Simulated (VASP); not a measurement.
Na, 1 atom in the cell. The structure is cubic, space group Fm-3m (No. 225). The conventional cell has a = 5.195 Å, b = 5.195 Å, c = 5.195 Å, α = 90.00°, β = 90.00°, γ = 90.00°. Na (site symmetry m-3m) has 12 Na at 3.67 Å within 4.8 Å. 

- Program: VASP 6.6.1
- Task: single point
- Functional: r2SCAN
- Potentials or basis: VASP PAW PBE potentials, release 64 (Na_pv)
- Cutoff: 550 eV
- k mesh: 9 × 9 × 9
- Occupations: methfessel-paxton, width 0.0221 eV
- Spin: no spin polarisation
- Dipole correction: no
- Further INCAR settings: ALGO = Normal; EDIFF = 1e-06; NBANDS = 10

Potentials or basis: VASP PAW PBE potentials, release 64 (Na_pv).

Launch:

```bash
$ cat potpaw_PBE.64/Na_pv/POTCAR > POTCAR
$ cp INCAR.step1 INCAR
$ mpirun -np 1 vasp_std > vasp.out
$ cp INCAR.step2 INCAR
$ mpirun -np 1 vasp_std > vasp.out
```

Hardware: 1 thread of Intel Xeon 8259CL (shared host).

How long does it take, and how much memory?

It took 47 s on 1 thread of Intel Xeon 8259CL, with other jobs on the host, peak memory 0.16 GiB. Counts: k points 35.
